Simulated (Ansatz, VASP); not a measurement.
# MgO: VASP beside Ansatz

```
Mg O
1.0
     0.00000    2.10600    2.10600
     2.10600    0.00000    2.10600
     2.10600    2.10600    0.00000
Mg O
1 1
Direct
  0.00000 0.00000 0.00000
  0.50000 0.50000 0.50000
```

Alike in both runs: task single point; functional HSE06; k mesh 6 × 6 × 6; occupations gaussian, width 0.03 eV; no spin polarisation.

```csv
,VASP,Ansatz
version,VASP 6.6.1,Ansatz 0.2.0
potentials or method,"VASP PAW PBE potentials, release 64 (Mg, O)","scalar-relativistic, plane waves, PAW"
plane-wave cutoff (eV),520,420
valence electrons in the cell,8,16
```

Ansatz gave:

```
gap on the k mesh at the Fermi level (eV) : 6.48
least direct gap on the mesh (eV)         : 6.48
```

Task: Estimate VASP's values.

Result: gap on the k mesh at the Fermi level (eV): 6.44; least direct gap on the mesh (eV): 6.44.

The functional is the same, so the differences come from potentials, cutoffs and numerics. VASP's potentials hold 8 valence electrons a cell and Ansatz's 16, so a difference there can come from the potentials and not from the codes.

The k mesh is coarse, so the values compare programs but aren't converged.
